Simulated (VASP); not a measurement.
# Li3SeF (P4mm) in VASP: a series of runs

The runs below take Li3SeF through single point, relaxation of cell and atoms, with PBE.

Everything below comes from runs of VASP 6.6.1. Logs are shortened: lines on timing, memory, paths and dates and some standing lists are left out, and cuts for length are marked.

## Step 1: The cell of the first run

It takes space group P4mm (No. 99, tetragonal). Conventional cell: a = 4.280 Å, b = 4.280 Å, c = 4.280 Å, α = 90.00°, β = 90.00°, γ = 90.00°. Within 2.8 Å of Li (site symmetry 2mm) lie 2 Se at 2.14 Å. Li (site symmetry 4mm) has 2 Se at 2.14 Å within 2.8 Å. Se (site symmetry 4mm) has 6 Li at 2.14 Å within 2.8 Å. Within 4.0 Å of F (site symmetry 4mm) lie 12 Li at 3.00 to 3.05 Å and 8 Se at 3.68 to 3.73 Å.

The cell was built from a structure type or drawn by symmetry, and may not be a known phase.

## Step 2: Single point, PBE

INCAR reads:

```
SYSTEM = Li3SeF
PREC = Accurate ; ENCUT = 520
EDIFF = 1E-6 ; ISMEAR = 0
SIGMA = 0.1 ; LREAL = .FALSE.
LASPH = .TRUE. ; NELM = 80
ALGO = Normal ; ISIF = 2
LWAVE = .FALSE. ; LCHARG = .FALSE.
GGA = PE ; NBANDS = 19
```

KPOINTS reads:

```
regular mesh
0
G
  4 4 4
  0 0 0
```

POSCAR reads:

```
Li3SeF
1.0
    4.2797056500      0.0000000000      0.0000000000
    0.0000000000      4.2797056500      0.0000000000
    0.0000000000      0.0000000000      4.2800018300
Li Se F
3 1 1
Direct
    0.0000000000      0.5000000000      0.5136640100
    0.0000000000      0.0000000000      0.0140310000
    0.5000000000      0.0000000000      0.5136640100
    0.0000000000      0.0000000000      0.5146020100
    0.5000000000      0.5000000000      0.0057300000
```

Potentials or basis: VASP PAW PBE potentials, release 64 (Li_sv, Se, F).

Started as:

```console
cat potpaw_PBE.64/Li_sv/POTCAR potpaw_PBE.64/Se/POTCAR potpaw_PBE.64/F/POTCAR > POTCAR
mpirun -np 1 vasp_std > vasp.out
```

OUTCAR:

```text
SYSTEM = Li3SeF
   PREC = Accurate
   ENCUT = 520
   EDIFF = 1E-6
   ISMEAR = 0
   LREAL = .FALSE.
   LASPH = .TRUE.
   NELM = 80
   ISIF = 2
   GGA = PE

 ion  position               nearest neighbor table
   1  0.000  0.500  0.514-   4 2.14   4 2.14
   2  0.000  0.000  0.014-   4 2.14   4 2.14
   3  0.500  0.000  0.514-   4 2.14   4 2.14
   4  0.000  0.000  0.515-   2 2.14   1 2.14   3 2.14   1 2.14   3 2.14   2 2.14
   5  0.500  0.500  0.006-

  LATTYP: Found a simple tetragonal cell.
 ALAT       =     4.2797056500
 C/A-ratio  =     1.0000692057

  Lattice vectors:

 A1 = (   4.2797056500,   0.0000000000,   0.0000000000)
 A2 = (   0.0000000000,   4.2797056500,   0.0000000000)
 A3 = (   0.0000000000,   0.0000000000,   4.2800018300)

Analysis of symmetry for initial positions (statically):
=====================================================================
 Subroutine PRICEL returns:
 Original cell was already a primitive cell.

 Routine SETGRP: Setting up the symmetry group for a
 simple tetragonal supercell.

 Subroutine GETGRP returns: Found  8 space group operations
 (whereof  8 operations were pure point group operations)
 out of a pool of 16 trial point group operations.

The static configuration has the point symmetry C_4v.

Analysis of symmetry for dynamics (positions and initial velocities):
=====================================================================
 Subroutine PRICEL returns:
 Original cell was already a primitive cell.

 Routine SETGRP: Setting up the symmetry group for a
 simple tetragonal supercell.

 Subroutine GETGRP returns: Found  8 space group operations
 (whereof  8 operations were pure point group operations)
 out of a pool of 16 trial point group operations.

The dynamic configuration has the point symmetry C_4v.

 Subroutine INISYM returns: Found  8 space group operations
 (whereof  8 operations are pure point group operations),
 and found     1 'primitive' translations

----------------------------------------------------------------------------------------

                                     Primitive cell

  volume of cell :      78.3920

  direct lattice vectors                    reciprocal lattice vectors
[... 85 lines left out ...]
   NELM   =     80;   NELMIN=  2; NELMDL= -5     # of ELM steps
   EDIFF  = 0.1E-05   stopping-criterion for ELM
   LREAL  =      F    real-space projection
   EDIFFG = 0.1E-04   stopping-criterion for IOM
   NSW    =      0    number of steps for IOM
   IBRION =     -1    ionic relax: 0-MD 1-quasi-New 2-CG
   NFREE  =      0    steps in history (QN), initial steepest desc. (CG)
   ISIF   =      2    stress and relaxation
   ISYM   =      2    0-nonsym 1-usesym 2-fastsym
   POTIM  = 0.5000    time-step for ionic-motion
   TEBEG  =    0.0;   TEEND  =   0.0 temperature during run
   PSTRESS=    0.0 pullay stress
   NELECT =      22.0000    total number of electrons
   NUPDOWN=      -1.0000    fix difference up-down
   EMIN   =  10.00;   EMAX   =-10.00  energy-range for DOS
   EFERMI =   0.00;   METHOD = LEGACY
   ISMEAR =     0;   SIGMA  =   0.10  broadening in eV -4-tet -1-fermi 0-gaus
   EFERMI_NEDOS =   21; number of points for ismear=-14 and -15
   IALGO  =     38    algorithm
   IMIX   =      4    mixing-type and parameters
     AMIX     =   0.40;   BMIX     =  1.00
     AMIX_MAG =   1.60;   BMIX_MAG =  1.00
  volume/ion in A,a.u.               =      15.68       105.80
  Fermi-wavevector in a.u.,A,eV,Ry     =   1.071828  2.025461 15.630584  1.148815
  Thomas-Fermi vector in A             =   2.207580
   LORBIT       =      0    0 simple, 1 ext, 2 COOP (PROOUT), +10 PAW based schemes
   GGA     = PE    functional components
   LHFCALC =     F    Hartree Fock is set to
   AEXX    =    0.0000 exact exchange contribution
   IVDW    =     0    specifies the selected vdW correction
   LEPSILON=     F    determine dielectric tensor
   LRPA    =     F    only Hartree local field effects (RPA)
 non-spin polarized calculation
 Gauss-broadening in eV      SIGMA  =   0.10
  energy-cutoff  :      520.00
  volume of cell :       78.39
 maximum number of plane-waves:      2176
 NGX is ok and might be reduce to    32
   NGX = 15   NGY = 15   NGZ = 15

 number of electron      21.9999964 magnetization

 Free energy of the ion-electron system (eV)
  ---------------------------------------------------
  ext. energy  EPLUGINS =         0.00000000
  ---------------------------------------------------
  free energy    TOTEN  =       -17.08211384 eV

  energy without entropy =      -17.08211384  energy(sigma->0) =      -17.08211384

 E-fermi :   0.1483     XC(G=0):  -7.9966

 val. band max:       -0.4110482971   @ k =   0.5000   0.5000   0.0000
 cond. band min:       3.4807029268   @ k =   0.5000   0.0000   0.5000
 fundamental gap:      3.8917512239
 Fermi energy:         0.1482710806

 k-point     1 :       0.0000    0.0000    0.0000
  band No.  band energies     occupation
      1     -44.4429      2.00000
      2     -44.4131      2.00000
      3     -44.4124      2.00000
      4     -19.4960      2.00000
      5     -11.3023      2.00000
      6      -2.1828      2.00000
[... 373 lines left out ...]
      6      -1.4924      2.00000
[... 11 lines left out ...]
     18      12.2702      0.00000
     19      12.2723      0.00000

------------------------ aborting loop because EDIFF is reached ----------------------------------------

  FORCE on cell =-STRESS in cart. coord.  units (eV):
  Direction    XX          YY          ZZ          XY          YZ          ZX
  --------------------------------------------------------------------------------------
  -------------------------------------------------------------------------------------
  Total        6.1035322      6.1035322      6.0976220      0.0000000      0.0000000      0.0000000
  in kB      124.7441149    124.7441149    124.6233224      0.0000000      0.0000000      0.0000000
  external PRESSURE =     124.7038507 kB  Pullay stress =       0.0000000 kB

 VOLUME and BASIS-vectors are now :
 -----------------------------------------------------------------------------
  energy-cutoff  :      520.00
  volume of cell :       78.39
      direct lattice vectors                 reciprocal lattice vectors
     4.279705650  0.000000000  0.000000000     0.233660929  0.000000000  0.000000000
     0.000000000  4.279705650  0.000000000     0.000000000  0.233660929  0.000000000
     0.000000000  0.000000000  4.280001830     0.000000000  0.000000000  0.233644760

 POSITION                                       TOTAL-FORCE (eV/Angst)
 -----------------------------------------------------------------------------------
      0.00000      2.13985      2.19848        -0.000000      0.000000      0.029537
      0.00000      0.00000      0.06005         0.000000      0.000000      0.030036
      2.13985      0.00000      2.19848         0.000000      0.000000      0.029537
      0.00000      0.00000      2.20250         0.000000      0.000000     -0.074075
      2.13985      2.13985      0.02452         0.000000     -0.000000     -0.015036
 -----------------------------------------------------------------------------------
    total drift:                                0.000000     -0.000000      0.001588

  FREE ENERGIE OF THE ION-ELECTRON SYSTEM (eV)
  ---------------------------------------------------
  free  energy   TOTEN  =       -17.0821138412 eV

  energy  without entropy=      -17.0821138412  energy(sigma->0) =      -17.08211384
```

It took 21 s on 1 thread of Intel Xeon Platinum 8488C (Sapphire Rapids), shared host; peak memory 0.18 GiB.

What came out:

| Quantity | Value |
| --- | --- |
| Free energy | -17.0821 eV |
| Largest force | 0.074 eV/Å |
| Band gap on the k mesh | 3.89 eV |

Forces in eV/Å, atoms in the order of the input:
```
Li   0.000  0.000  0.030
Li   0.000  0.000  0.030
Li   0.000  0.000  0.030
Se   0.000  0.000 -0.074
F    0.000  0.000 -0.015
```

Caveat: the cutoff is under 1.25 times the usual one of these potentials, so pressure, stress and relaxed cells hold a basis-set (Pulay) error. A k mesh can miss the band edges.

## Step 3: Relaxation of cell and atoms, PBE

INCAR reads:

```
SYSTEM = Li3SeF
  ALGO = Normal
  EDIFF = 1E-6
  EDIFFG = -0.04
  ENCUT = 600
  GGA = PE
  IBRION = 2
  ISIF = 3
  ISMEAR = 0
  LASPH = .TRUE.
  LCHARG = .FALSE.
  LREAL = .FALSE.
  LWAVE = .FALSE.
  NELM = 60
  NSW = 90
  PREC = Accurate
  SIGMA = 0.1
```

KPOINTS reads:

```
k-points
0
G
  4 4 4
  0 0 0
```

POSCAR is that of step 2.

Potentials or basis: VASP PAW PBE potentials, release 64 (Li_sv, Se, F).

Started as:

```console
cat potpaw_PBE.64/Li_sv/POTCAR potpaw_PBE.64/Se/POTCAR potpaw_PBE.64/F/POTCAR > POTCAR
mpirun -np 1 vasp_std > vasp.out
```

Run time: 1.7 min. Hardware: 1 thread of Intel Xeon Platinum 8488C (Sapphire Rapids), shared host; peak memory 0.22 GiB.

Results (log left out):

| Item | Value |
| --- | --- |
| Free energy | -17.9012 eV |
| Relaxed volume | 20.94 Å³/atom |
| Relaxed cell | a = 4.713 Å, b = 4.713 Å, c = 4.713 Å, α = 90.00°, β = 90.00°, γ = 90.00° |
| Space group after relaxing (to 0.1 Å) | Pm-3m (No. 221) |
| Energy gained by relaxing | 163.4 meV/atom |
| Ionic steps | 6 |
| Pressure after relaxing | 0.0 GPa |
| Largest force after relaxing | 0.034 eV/Å |
| Band gap on the k mesh | 3.47 eV (least direct gap 3.58 eV) |

Forces on the atoms (eV/Å):
```
Li   0.000  0.000  0.034
Li   0.000  0.000 -0.024
Li   0.000  0.000  0.034
Se   0.000  0.000 -0.012
F    0.000  0.000 -0.034
```

Step by step:
```csv
step,energy change (eV),largest force (eV/Å),pressure (GPa),volume (Å³)
1,0.0000,0.0740,12.40,78.39
2,-0.6905,0.0378,3.79,92.98
3,-0.8111,0.0535,0.68,102.03
4,-0.8165,0.0558,0.07,104.34
5,-0.8165,0.0562,-0.09,104.91
6,-0.8168,0.0345,-0.04,104.71
```

Final structure:
```
Li Se F
1.0
     4.71322    0.00000    0.00000
     0.00000    4.71322    0.00000
     0.00000    0.00000    4.71342
Li Se F
3 1 1
Direct
  0.00000 0.50000 0.51463
  0.00000 0.00000 0.01392
  0.50000 0.00000 0.51463
  0.00000 0.00000 0.51341
  0.50000 0.50000 0.00509
```

Levels at points of the mesh, in eV from the valence-band top:
```
           k point  band 9  band 10  band 11  band 12  band 13  band 14
(0.00, 0.00, 0.00)   -0.11    -0.11    -0.11     3.47     7.01     7.01
(0.50, 0.00, 0.00)   -0.44    -0.26    -0.26     5.55     6.15     7.05
(0.50, 0.50, 0.00)   -0.23     0.00     0.00     3.91     7.02     7.02
(0.00, 0.00, 0.50)   -0.44    -0.26    -0.26     5.55     6.15     7.05
(0.50, 0.00, 0.50)   -0.23     0.00     0.00     3.91     7.02     7.02
(0.50, 0.50, 0.50)   -0.47    -0.47    -0.47     4.80     4.80     4.80
```

Caveat: the cutoff is under 1.25 times the usual one of these potentials, so pressure, stress and relaxed cells hold a basis-set (Pulay) error; the volume moved by over 15 % at a fixed basis, so the end points are rough. A k mesh can miss the band edges.
